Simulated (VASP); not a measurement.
Write the native input for VASP 6.6.1 that does the following.

```yaml
Task: single point
Functional: PBE
Potentials_or_basis: VASP PAW PBE potentials, release 64 (Si)
Cutoff: 520 eV
k_mesh: 6 × 6 × 6
Occupations: gaussian, width 0.1 eV
Spin: no spin polarisation
Dipole_correction: no
Further_INCAR_settings: ALGO = Normal; EDIFF = 1e-06; NBANDS = 21
```

The structure of Si lies in POSCAR:

```
Si
1.0
    5.7401011700      0.0000000000      0.0000000000
   -2.8700505800      4.9710734300      0.0000000000
    0.0000000000      0.0000000000      3.3851873400
Si
6
Direct
    0.6226509800      0.6226509800      0.1666666700
    0.3773490200      0.0000000000      0.5000000000
    0.0000000000      0.3773490200      0.8333333300
    0.0000000000      0.6226509800      0.3333333300
    0.3773490200      0.3773490200      0.6666666700
    0.6226509800      0.0000000000      0.0000000000
```

One way to write it, as run:

INCAR

```
SYSTEM = Si
PREC = Accurate
ENCUT = 520
EDIFF = 1E-6
ISMEAR = 0
SIGMA = 0.1
LREAL = .False.
LASPH = .True.
NELM = 60
ALGO = Normal
ISIF = 2
LWAVE = .False.
LCHARG = .True.
GGA = PE
LELF = .True.
LVHAR = .True.
NBANDS = 21
```

KPOINTS

```
Automatic mesh
0
Gamma
  6 6 6
  0 0 0
```

Potentials or basis: VASP PAW PBE potentials, release 64 (Si).

Run with:

```bash
$ cat potpaw_PBE.64/Si/POTCAR > POTCAR
$ mpirun -np 1 vasp_std > vasp.out
```

It gave:

```yaml
Pressure: 28.4 GPa
Largest_force: 0.707 eV/Å
Band_gap_on_the_k_mesh: zero (band 12 reaches 8.73 eV, above the bottom of band 13 at 7.83 eV)
```

Wall time 45 s on 1 thread of Intel(R) Xeon(R) Platinum 8259CL CPU @ 2.50GHz (Skylake/Cascade Lake), on a shared host, peak memory 0.23 GiB.
